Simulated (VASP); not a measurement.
Set up this calculation in VASP 6.6.1, as the native input.

```
Task                   : single point
Functional             : PBEsol
Potentials or basis    : VASP PAW PBE potentials, release 64 (Mg, O)
Cutoff                 : 520 eV
k mesh                 : 10 × 10 × 10
Occupations            : gaussian, width 0.02 eV
Spin                   : no spin polarisation
Dipole correction      : no
Further INCAR settings : ALGO = Normal; EDIFF = 1e-06; NBANDS = 11
```

The structure of MgO lies in POSCAR:

```
MgO
1.0
    0.0000000000      2.1070853429      2.1070853429
    2.1070853429      0.0000000000      2.1070853429
    2.1070853429      2.1070853429      0.0000000000
Mg O
1 1
Direct
    0.0000000000      0.0000000000      0.0000000000
    0.5000000000      0.5000000000      0.5000000000
```

These files were run (other wordings do the same):

INCAR

```
SYSTEM = MgO
PREC     = Accurate       ! precision mode
ENCUT    = 520            ! plane-wave cutoff, eV
EDIFF    = 1E-6           ! SCF threshold, eV
ISMEAR   = 0              ! smearing method
SIGMA    = 0.02           ! smearing width, eV
LREAL    = .False.        ! projectors in reciprocal space
LASPH    = .True.         ! aspherical terms in the spheres
NELM     = 80             ! most SCF steps
ALGO     = Normal         ! electronic algorithm
ISIF     = 2              ! what is computed and relaxed
LWAVE    = .False.        ! write WAVECAR
LCHARG   = .False.        ! write CHGCAR
GGA      = PS             ! functional
NBANDS   = 11             ! bands
```

KPOINTS

```
Automatic mesh
0
Gamma
  10 10 10
  0 0 0
```

Potentials or basis: VASP PAW PBE potentials, release 64 (Mg, O).

Command:

```bash
$ cat potpaw_PBE.64/Mg/POTCAR potpaw_PBE.64/O/POTCAR > POTCAR
$ mpirun -np 1 vasp_std > vasp.out
```

Results of the run:

* Pressure: -0.5 GPa
* Band gap on the k mesh: 4.62 eV, direct

Caveat: the PAW data sets were made with another functional, which shifts forces and pressure a little.

It took 5.8 s on 1 thread of AMD EPYC 9R45 96-Core Processor (Zen 5), with other jobs on the host, peak memory 0.11 GiB.
